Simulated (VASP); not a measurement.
# Mg (P6_3/mmc) in VASP: further runs

Runs on Mg. Level: PBEsol. Tasks: single point.

All numbers are computed with VASP 6.6.1; they aren't measurements. Logs are shortened: lines on timing, memory, paths and dates and some standing lists are left out, and cuts for length are marked.

## (1) The cell of the first run

The structure is hexagonal, space group P6_3/mmc (No. 194). The conventional cell has a = 2.796 Å, b = 2.796 Å, c = 9.085 Å, α = 90.00°, β = 90.00°, γ = 120.00°. Mg (site symmetry -6m2) has 12 Mg at 2.79 to 2.80 Å within 3.7 Å. Within 3.7 Å of Mg (site symmetry -3m) lie 12 Mg at 2.79 to 2.80 Å.

## (2) Single point, PBEsol

INCAR

```
PREC     = Accurate       # precision mode
ENCUT    = 520            # plane-wave cutoff, eV
EDIFF    = 1E-7           # SCF threshold, eV
ISMEAR   = -1             # smearing method
SIGMA    = 0.05           # smearing width, eV
LREAL    = F              # projectors in reciprocal space
LASPH    = T              # aspherical terms in the spheres
NELM     = 100            # most SCF steps
ALGO     = Normal         # electronic algorithm
ISIF     = 2              # what is computed and relaxed
LWAVE    = F              # write WAVECAR
LCHARG   = F              # write CHGCAR
GGA      = PS             # functional
NBANDS   = 12             # bands
```

KPOINTS

```
Automatic mesh
0
Gamma
  10 10 3
```

POSCAR

```
Mg
1.0
    2.7960819912      0.0000000000      0.0000000000
   -1.3980409956      2.4214780355      0.0000000000
    0.0000000000      0.0000000000      9.0849688223
Mg
4
Direct
    0.6666666667      0.3333333333      0.7500000000
    0.0000000000      0.0000000000      0.5000000000
    0.3333333333      0.6666666667      0.2500000000
    0.0000000000      0.0000000000      0.0000000000
```

Potentials or basis: VASP PAW PBE potentials, release 64 (Mg).

Command:

```bash
> cat potpaw_PBE.64/Mg/POTCAR > POTCAR
> mpirun -np 1 vasp_std > vasp.out
```

OUTCAR:

```text
PREC = Accurate
   ENCUT = 520
   EDIFF = 1E-7
   ISMEAR = -1
   LREAL = F
   LASPH = T
   NELM = 100
   ISIF = 2
   GGA = PS

 ion  position               nearest neighbor table
   1  0.667  0.333  0.750-   2 2.79   4 2.79   2 2.79   4 2.79   2 2.79   4 2.79
   2  0.000  0.000  0.500-   1 2.79   3 2.79   1 2.79   3 2.79   1 2.79   3 2.79
   3  0.333  0.667  0.250-   2 2.79   4 2.79   2 2.79   4 2.79   2 2.79   4 2.79
   4  0.000  0.000  0.000-   1 2.79   3 2.79   1 2.79   3 2.79   1 2.79   3 2.79

  LATTYP: Found a hexagonal cell.
 ALAT       =     2.7960819912
 C/A-ratio  =     3.2491782612

  Lattice vectors:

 A1 = (   2.7960819912,   0.0000000000,   0.0000000000)
 A2 = (  -1.3980409956,   2.4214780355,   0.0000000000)
 A3 = (   0.0000000000,   0.0000000000,   9.0849688223)

Analysis of symmetry for initial positions (statically):
=====================================================================
 Subroutine PRICEL returns:
 Original cell was already a primitive cell.

 Routine SETGRP: Setting up the symmetry group for a
 hexagonal supercell.

 Subroutine GETGRP returns: Found 24 space group operations
 (whereof 12 operations were pure point group operations)
 out of a pool of 24 trial point group operations.

The static configuration has the point symmetry D_3d.
 The point group associated with its full space group is D_6h.

Analysis of symmetry for dynamics (positions and initial velocities):
=====================================================================
 Subroutine PRICEL returns:
 Original cell was already a primitive cell.

 Routine SETGRP: Setting up the symmetry group for a
 hexagonal supercell.

 Subroutine GETGRP returns: Found 24 space group operations
 (whereof 12 operations were pure point group operations)
 out of a pool of 24 trial point group operations.

The dynamic configuration has the point symmetry D_3d.
 The point group associated with its full space group is D_6h.

 Subroutine INISYM returns: Found 24 space group operations
 (whereof 12 operations are pure point group operations),
 and found     1 'primitive' translations

----------------------------------------------------------------------------------------

                                     Primitive cell

  volume of cell :      61.5112

  direct lattice vectors                    reciprocal lattice vectors
     2.796081991  0.000000000  0.000000000     0.357643303  0.206485458  0.000000000
    -1.398040996  2.421478035  0.000000000     0.000000000  0.412970915  0.000000000
     0.000000000  0.000000000  9.084968822     0.000000000  0.000000000  0.110071924

  length of vectors
     2.796081991  2.796081991  9.084968822     0.412970915  0.412970915  0.110071924

  position of ions in fractional coordinates (direct lattice)
     0.666666667  0.333333333  0.750000000
     0.000000000  0.000000000  0.500000000
     0.333333333  0.666666667  0.250000000
     0.000000000  0.000000000  0.000000000

  ion indices of the primitive-cell ions
   primitive index   ion index
                 1           1
                 2           2
                 3           3
                 4           4

----------------------------------------------------------------------------------------

 KPOINTS: Automatic mesh

Automatic generation of k-mesh.
 Grid dimensions read from file:
 generate k-points for:   10   10    3

 Generating k-lattice:

  Cartesian coordinates                     Fractional coordinates (reciprocal lattice)
     0.035764330  0.020648546  0.000000000     0.100000000  0.000000000  0.000000000
     0.000000000  0.041297092  0.000000000     0.000000000  0.100000000  0.000000000
     0.000000000  0.000000000  0.036690641     0.000000000  0.000000000  0.333333333

  Length of vectors
     0.041297092  0.041297092  0.036690641

  Shift w.r.t. Gamma in fractional coordinates (k-lattice)
     0.000000000  0.000000000  0.000000000

 Subroutine IBZKPT returns following result:
 ===========================================

 Found     28 irreducible k-points:

 Following reciprocal coordinates:
            Coordinates               Weight
  0.000000  0.000000  0.000000      1.000000
  0.100000  0.000000  0.000000      6.000000
  0.200000  0.000000  0.000000      6.000000
  0.300000  0.000000  0.000000      6.000000
  0.400000 -0.000000  0.000000      6.000000
  0.500000  0.000000  0.000000      3.000000
[... 16 lines left out ...]
  0.300000  0.100000  0.333333     24.000000
  0.400000  0.100000  0.333333     24.000000
 [... further k-points ...]
   k-points           NKPTS =     28   k-points in BZ     NKDIM =     28   number of bands    NBANDS=     12
   number of dos      NEDOS =    301   number of ions     NIONS =      4
   total plane-waves  NPLWV =  40320
   dimension x,y,z NGX =    24 NGY =   24 NGZ =   70
   dimension x,y,z NGXF=    48 NGYF=   48 NGZF=  140
   ions per type =               4
   NGX,Y,Z   is equivalent  to a cutoff of  14.27, 14.27, 12.81 a.u.
   NGXF,Y,Z  is equivalent  to a cutoff of  28.54, 28.54, 25.62 a.u.
 SYSTEM =  unknown system
   PREC   = accura    normal or accurate (medium, high low for compatibility)
   ISTART =      0    job   : 0-new  1-cont  2-samecut
   ICHARG =      2    charge: 1-file 2-atom 10-const
   ISPIN  =      1    spin polarized calculation?
   LNONCOLLINEAR =      F non collinear calculations
   LSORBIT =      F    spin-orbit coupling
   LASPH  =      T    aspherical Exc in radial PAW
   ENCUT  =  520.0 eV  38.22 Ry    6.18 a.u.   5.20  5.20 16.89*2*pi/ulx,y,z
   NELM   =    100;   NELMIN=  2; NELMDL= -5     # of ELM steps
   EDIFF  = 0.1E-06   stopping-criterion for ELM
   LREAL  =      F    real-space projection
   EDIFFG = 0.1E-05   stopping-criterion for IOM
   NSW    =      0    number of steps for IOM
   IBRION =     -1    ionic relax: 0-MD 1-quasi-New 2-CG
   NFREE  =      0    steps in history (QN), initial steepest desc. (CG)
   ISIF   =      2    stress and relaxation
   ISYM   =      2    0-nonsym 1-usesym 2-fastsym
   POTIM  = 0.5000    time-step for ionic-motion
   TEBEG  =    0.0;   TEEND  =   0.0 temperature during run
   PSTRESS=    0.0 pullay stress
   NELECT =       8.0000    total number of electrons
   NUPDOWN=      -1.0000    fix difference up-down
   EMIN   =  10.00;   EMAX   =-10.00  energy-range for DOS
   EFERMI =   0.00;   METHOD = LEGACY
   ISMEAR =    -1;   SIGMA  =   0.05  broadening in eV -4-tet -1-fermi 0-gaus
   EFERMI_NEDOS =   21; number of points for ismear=-14 and -15
   IALGO  =     38    algorithm
   IMIX   =      4    mixing-type and parameters
     AMIX     =   0.40;   BMIX     =  1.00
     AMIX_MAG =   1.60;   BMIX_MAG =  1.00
  volume/ion in A,a.u.               =      15.38       103.77
  Fermi-wavevector in a.u.,A,eV,Ry     =   0.829444  1.567421  9.360491  0.687977
  Thomas-Fermi vector in A             =   1.941992
   LORBIT       =      0    0 simple, 1 ext, 2 COOP (PROOUT), +10 PAW based schemes
   GGA     = PS    functional components
   LHFCALC =     F    Hartree Fock is set to
   AEXX    =    0.0000 exact exchange contribution
   IVDW    =     0    specifies the selected vdW correction
   LEPSILON=     F    determine dielectric tensor
   LRPA    =     F    only Hartree local field effects (RPA)
 non-spin polarized calculation
  energy-cutoff  :      520.00
  volume of cell :       61.51
 maximum number of plane-waves:      1671
 NGX is ok and might be reduce to    24
   NGX = 11   NGY = 11   NGZ = 33

 number of electron       8.0000000 magnetization

 Free energy of the ion-electron system (eV)
  ---------------------------------------------------
  ext. energy  EPLUGINS =         0.00000000
  ---------------------------------------------------
  free energy    TOTEN  =        -4.86835608 eV

  energy without entropy =       -4.85020960  energy(sigma->0) =       -4.85928284

 E-fermi :   5.1419     XC(G=0):  -9.8964

 val. band max:        5.1341447321   @ k =   0.3000   0.2000   0.3333
 cond. band min:       5.1689912706   @ k =   0.4000   0.2000   0.0000
 fundamental gap:      0.0348465385
 Fermi energy:         5.1418943856

 k-point     1 :       0.0000    0.0000    0.0000
  band No.  band energies     occupation
      1      -3.7799      2.00000
      2      -1.9728      2.00000
      3      -1.9664      2.00000
      4       2.6971      2.00000
      5       3.8156      2.00000
      6      11.3526      0.00000
      7      11.3717      0.00000
      8      18.5175      0.00000
      9      18.5175      0.00000
     10      19.0483      0.00000
     11      19.0490      0.00000
     12      19.2765      0.00000

 k-point     2 :       0.1000    0.0000    0.0000
  band No.  band energies     occupation
      1      -3.5219      2.00000
      2      -1.7221      2.00000
      3      -1.7158      2.00000
      4       2.9172      2.00000
      5       4.0558      2.00000
      6      11.4947      0.00000
      7      11.5389      0.00000
      8      15.4742      0.00000
      9      16.4909      0.00000
     10      16.6115      0.00000
     11      17.2923      0.00000
     12      18.2077      0.00000

 k-point     3 :       0.2000    0.0000    0.0000
  band No.  band energies     occupation
      1      -2.7541      2.00000
      2      -0.9762      2.00000
      3      -0.9700      2.00000
      4       3.5796      2.00000
      5       4.7460      1.99927
      6      11.1864      0.00000
      7      11.7728      0.00000
      8      12.4391      0.00000
      9      13.2585      0.00000
     10      13.4064      0.00000
     11      16.0095      0.00000
     12      16.0307      0.00000

 k-point     4 :       0.3000    0.0000    0.0000
  band No.  band energies     occupation
      1      -1.4953      2.00000
      2       0.2464      2.00000
      3       0.2523      2.00000
      4       4.6898      1.99976
      5       5.6863      0.00004
      6       8.3930      0.00000
      7       9.5349      0.00000
      8       9.7077      0.00000
      9      13.0014      0.00000
     10      13.0833      0.00000
     11      13.9628      0.00000
     12      14.1345      0.00000

 k-point     5 :       0.4000   -0.0000    0.0000
  band No.  band energies     occupation
      1       0.2228      2.00000
      2       1.9055      2.00000
      3       1.9085      2.00000
      4       4.8310      1.99602
      5       6.2554      0.00000
      6       6.5315      0.00000
      7       6.7102      0.00000
      8       8.1589      0.00000
      9      10.7763      0.00000
     10      11.5923      0.00000
     11      14.1144      0.00000
     12      14.3601      0.00000
[... 228 lines left out ...]
      1      -2.8077      2.00000
      2      -2.2077      2.00000
      3       0.1333      2.00000
      4       1.8155      2.00000
      5       6.3698      0.00000
      6       8.9553      0.00000
      7      13.2385      0.00000
      8      13.5971      0.00000
      9      14.3752      0.00000
     10      14.5882      0.00000
     11      15.2228      0.00000
     12      16.6821      0.00000

 k-point    22 :       0.2000    0.1000    0.3333
  band No.  band energies     occupation
      1      -1.7976      2.00000
      2      -1.2073      2.00000
      3       1.0941      2.00000
      4       2.7427      2.00000
      5       7.1266      0.00000
      6       9.3330      0.00000
      7      10.3269      0.00000
      8      10.8755      0.00000
      9      12.0429      0.00000
     10      12.6127      0.00000
     11      14.0837      0.00000
     12      14.7860      0.00000

 k-point    23 :       0.3000    0.1000    0.3333
  band No.  band energies     occupation
      1      -0.3138      2.00000
      2       0.2619      2.00000
      3       2.4958      2.00000
      4       4.0724      2.00000
      5       6.6879      0.00000
      6       7.2858      0.00000
      7       8.8316      0.00000
      8       9.3903      0.00000
      9      10.5457      0.00000
     10      10.8773      0.00000
     11      12.6788      0.00000
     12      13.3054      0.00000

 k-point    24 :       0.4000    0.1000    0.3333
  band No.  band energies     occupation
      1       1.5975      2.00000
      2       2.1417      2.00000
      3       3.8050      2.00000
      4       4.0885      2.00000
      5       5.0135      1.85753
      6       6.0880      0.00000
      7       6.8138      0.00000
      8       8.2515      0.00000
      9       9.9181      0.00000
     10      10.8506      0.00000
     11      12.2150      0.00000
     12      13.2154      0.00000

 [... further k-points ...]
[... 5 lines left out ...]
  --------------------------------------------------------------------------------------
  -------------------------------------------------------------------------------------
  Total       11.7045634     11.7045634     11.7123553     -0.0000000     -0.0000000      0.0000000
  in kB      304.8680564    304.8680565    305.0710112     -0.0000000     -0.0000000      0.0000000
  external PRESSURE =     304.9357080 kB  Pullay stress =       0.0000000 kB

 VOLUME and BASIS-vectors are now :
 -----------------------------------------------------------------------------
  energy-cutoff  :      520.00
  volume of cell :       61.51
      direct lattice vectors                 reciprocal lattice vectors
     2.796081991  0.000000000  0.000000000     0.357643303  0.206485458  0.000000000
    -1.398040996  2.421478035  0.000000000     0.000000000  0.412970915  0.000000000
     0.000000000  0.000000000  9.084968822     0.000000000  0.000000000  0.110071924

 POSITION                                       TOTAL-FORCE (eV/Angst)
 -----------------------------------------------------------------------------------
      1.39804      0.80716      6.81373         0.000000     -0.000000     -0.000000
      0.00000      0.00000      4.54248        -0.000000     -0.000000      0.000000
     -0.00000      1.61432      2.27124         0.000000      0.000000      0.000000
      0.00000      0.00000      0.00000        -0.000000     -0.000000      0.000000
 -----------------------------------------------------------------------------------
    total drift:                                0.000000     -0.000000      0.000000

  FREE ENERGIE OF THE ION-ELECTRON SYSTEM (eV)
  ---------------------------------------------------
  free  energy   TOTEN  =        -4.8683560756 eV

  energy  without entropy=       -4.8502095978  energy(sigma->0) =       -4.85928284
```

Wall time 12 s (1 thread of AMD EPYC 9R45 (Zen 5), shared host); peak memory 0.15 GiB.

What came out:

* Free energy: -4.8684 eV
* Pressure: 30.5 GPa
* Band gap on the k mesh: zero (bands 4 and 5 overlap by 1.77 eV)

Caveat: the cell stands under pressure; the PAW data sets were made with another functional, which shifts forces and pressure a little.

## (3) Single point, PBEsol

This run uses another cell than the first one, of 16.73 Å³/atom.

INCAR

```
PREC = Accurate
ENCUT = 520
EDIFF = 1E-7
ISMEAR = -1
SIGMA = 0.05
LREAL = False
LASPH = True
NELM = 80
ALGO = Normal
ISIF = 2
LWAVE = False
LCHARG = True
GGA = PS
LELF = True
LVHAR = True
NBANDS = 12
```

KPOINTS is that of step 2.

POSCAR

```
Mg
1.0
    2.8762976140      0.0000000000      0.0000000000
   -1.4381488070      2.4909468026      0.0000000000
    0.0000000000      0.0000000000      9.3392538327
Mg
4
Direct
    0.6666666667      0.3333333333      0.7500000000
    0.0000000000      0.0000000000      0.5000000000
    0.3333333333      0.6666666667      0.2500000000
    0.0000000000      0.0000000000      0.0000000000
```

Potentials or basis: VASP PAW PBE potentials, release 64 (Mg).

Command:

```bash
> cat potpaw_PBE.64/Mg/POTCAR > POTCAR
> mpirun -np 1 vasp_std > vasp.out
```

Run time: 12 s. Hardware: 1 thread of AMD EPYC 9R45 (Zen 5), shared host; peak memory 0.15 GiB.

Results (log left out):

```
Free energy            : -5.7139 eV
Pressure               : 20.2 GPa
Band gap on the k mesh : zero (bands 4 and 5 overlap by 1.79 eV)
```

Levels at points of the mesh, in eV from the Fermi level:
```
           k point  band 2  band 3  band 4  band 5  band 6  band 7
(0.00, 0.00, 0.00)   -6.79   -6.78   -2.31   -1.33    5.93    5.95
(0.50, 0.00, 0.00)   -2.61   -1.54   -1.35   -0.63   -0.47    3.03
```

Caveat: the cell stands under pressure; the PAW data sets were made with another functional, which shifts forces and pressure a little.

[end of part 1 of 2]

The gap in the log of VASP goes by the Fermi energy; the results here count the filled bands.